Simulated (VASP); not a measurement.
Write the native input for VASP 6.6.1 that does the following.

- Task: single point
- Functional: PBE
- Potentials or basis: VASP PAW PBE potentials, release 64 (In_d, P)
- Cutoff: 520 eV
- k mesh: 9 × 6 × 1
- Occupations: gaussian, width 0.1 eV
- Spin: no spin polarisation
- Dipole correction: yes
- Further INCAR settings: ALGO = Normal; EDIFF = 1e-06; NBANDS = 66

The structure of InP lies in POSCAR:

```
InP
1.0
    3.9175984287      0.0000000000      0.0000000000
    0.0000000000      5.5403208297      0.0000000000
    0.0000000000      0.0000000000     31.7939960717
In P
6 6
Direct
    0.5000000000      0.5000000000      0.3459772712
    0.0000000000      0.0000000000      0.4075863627
    0.5000000000      0.5000000000      0.4691954542
    0.0000000000      0.0000000000      0.5308045458
    0.5000000000      0.5000000000      0.5924136373
    0.0000000000      0.0000000000      0.6540227288
    0.5000000000      0.0000000000      0.3459772712
    0.0000000000      0.5000000000      0.4075863627
    0.5000000000      0.0000000000      0.4691954542
    0.0000000000      0.5000000000      0.5308045458
    0.5000000000      0.0000000000      0.5924136373
    0.0000000000      0.5000000000      0.6540227288
```

These files were run (other wordings do the same):

INCAR

```
  PREC = Accurate
  ENCUT = 520
  EDIFF = 1E-6
  ISMEAR = 0
  SIGMA = 0.1
  LREAL = F
  LASPH = T
  NELM = 100
  ALGO = Normal
  ISIF = 2
  LWAVE = F
  LCHARG = F
  LDIPOL = T
  IDIPOL = 3
  DIPOL = 0.5 0.5 0.500
  GGA = PE
  NBANDS = 66
```

KPOINTS

```
regular mesh
0
Gamma
  9 6 1
```

Potentials or basis: VASP PAW PBE potentials, release 64 (In_d, P).

Command:

```console
$ cat potpaw_PBE.64/In_d/POTCAR potpaw_PBE.64/P/POTCAR > POTCAR
$ mpirun -np 1 vasp_std > vasp.out
```

Results of the run:

```yaml
Largest_force: 0.576 eV/Å
Band_gap_on_the_k_mesh: zero (bands 54 and 55 overlap by 1.10 eV)
```

Caveat: spin-orbit coupling is left out, which moves the levels of the heavy elements.

Run time: 35 min on 1 thread of Intel Xeon 8259CL (shared host), peak memory 1 GiB.
